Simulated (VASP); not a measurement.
Here is a VASP 6.6.1 calculation.

File INCAR:

```
SYSTEM = Sn
PREC = Accurate ; ENCUT = 600
EDIFF = 1E-6 ; ISMEAR = 0
SIGMA = 0.1 ; LREAL = .FALSE.
LASPH = .TRUE. ; NELM = 80
ALGO = Fast ; ISIF = 3
LWAVE = .FALSE. ; LCHARG = .FALSE.
GGA = PS ; IBRION = 2
NSW = 100 ; EDIFFG = -0.01
```

The input KPOINTS:

```
regular mesh
0
G
  21 21 18
  0 0 0
```

File POSCAR:

```
Sn
1.0
    3.1780331353      0.0000000000      0.0000000000
   -1.5890165677      2.7522574293      0.0000000000
    0.0000000000      0.0000000000      3.1135367529
Sn
1
Direct
    0.0000000000      0.0000000000      0.0000000000
```

Potentials or basis: VASP PAW PBE potentials, release 64 (Sn_d).

The run is started by

```bash
$ cat potpaw_PBE.64/Sn_d/POTCAR > POTCAR
$ mpirun -np 1 vasp_std > vasp.out
```

Problem. What does it give for the relaxed volume?

Solution. 26.85 Å³/atom.

Problem. Estimate the relaxed cell.

Solution. a = 3.210 Å, b = 3.210 Å, c = 3.009 Å, α = 90.00°, β = 90.00°, γ = 120.00°.

Problem. Estimate the space group after relaxing (to 0.1 Å).

Solution. P6/mmm (No. 191).

Problem. Estimate the band gap on the k mesh.

Solution. Zero (bands 7 and 8 overlap by 8.49 eV).

The path:
```
step  energy change (eV)  largest force (eV/Å)  pressure (GPa)  volume (Å³)
   1              0.0000                0.0000           -0.37        27.23
   2             -0.0135                0.0000           -0.20        26.98
   3             -0.0138                0.0000           -0.17        26.93
   4             -0.0139                0.0000            0.19        26.82
   5             -0.0139                0.0000           -0.12        26.86
   6             -0.0139                0.0000            0.04        26.84
   7             -0.0139                0.0000           -0.01        26.85
```

Caveat: the PAW data sets were made with another functional, which shifts forces and pressure a little; spin-orbit coupling is left out, which moves the levels of the heavy elements.
